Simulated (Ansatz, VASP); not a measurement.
## One calculation of Zr5N, two programs

INCAR

```
ALGO = Normal ; EDIFF = 1E-7
EDIFFG = -0.04 ; ENCUT = 600
GGA = PE ; IBRION = 2
ISIF = 3 ; ISMEAR = 0
LASPH = True ; LCHARG = False
LREAL = False ; LWAVE = False
NELM = 80 ; NSW = 90
PREC = Accurate ; SIGMA = 0.1
```

Contents of KPOINTS:

```
k-points
0
Gamma
  6 6 2
```

The input POSCAR:

```
Zr5N
1.0
    3.1756460297      0.0000000000      0.0000000000
   -1.5878230148      2.7501901351      0.0000000000
    0.0000000000      0.0000000000     13.5768709567
Zr N
5 1
Direct
    0.6666666667      0.3333333333      0.8924889557
    0.3333333333      0.6666666667      0.6942218402
    0.6666666667      0.3333333333      0.5000000000
    0.3333333333      0.6666666667      0.3057781598
    0.6666666667      0.3333333333      0.1075110443
    0.3333333333      0.6666666667      0.0000000000
```

Input for Ansatz:

```yaml
crystal:
  lattice:
    - [3.1756460297, 0.0, 0.0]
    - [-1.5878230148, 2.7501901351, 0.0]
    - [0.0, 0.0, 13.5768709567]
  atoms:
    - { symbol: Zr, position: [0.6666666667, 0.3333333333, 0.8924889557] }
    - { symbol: Zr, position: [0.3333333333, 0.6666666667, 0.6942218402] }
    - { symbol: Zr, position: [0.6666666667, 0.3333333333, 0.5] }
    - { symbol: Zr, position: [0.3333333333, 0.6666666667, 0.3057781598] }
    - { symbol: Zr, position: [0.6666666667, 0.3333333333, 0.1075110443] }
    - { symbol: "N", position: [0.3333333333, 0.6666666667, 0.0] }
basis:
  ecutwfc: 420
kpoints:
  mp_grid: { grid: [6, 6, 2] }
hamiltonian:
  xc: pbe
scf:
  occupations: { method: gaussian, width: 0.1 }
  lower_state_search: "off"
output:
  forces: true
  stress: true
  eigenvalues: true
relax:
  adjacent_minimum: "off"
  f_tol: 0.04
  max_steps: 70
  cell: { stress_tol: 0.4 }
```

Change from the starting cell: species swapped into the CeMg5 type (P-6m2, No. 187).

Alike in both runs: task relaxation of cell and atoms; functional PBE; k mesh 6 × 6 × 2; occupations gaussian, width 0.1 eV; no spin polarisation.

|  | VASP | Ansatz |
| --- | --- | --- |
| version | VASP 6.6.1 | Ansatz 0.2.0 |
| potentials or method | VASP PAW PBE potentials, release 64 (Zr_sv, N), cutoff 600 eV | scalar-relativistic, plane waves, PAW |
| valence electrons in the cell | 65 | 65 |

Ansatz gave:

- gap on the k mesh at the Fermi level, each at its own relaxed structure (eV): none
- relaxed volume (Å³/atom): 19.77
- relaxed cell length with the largest relative difference (Å): 3.166

Question: Which values does VASP return?

Answer: gap on the k mesh at the Fermi level, each at its own relaxed structure (eV): none; relaxed volume (Å³/atom): 19.71; relaxed cell length with the largest relative difference (Å): 3.160.

A gap of «none» marks a metal or a gap that the smearing closes.

The k mesh is coarse, so the values compare programs but aren't converged.
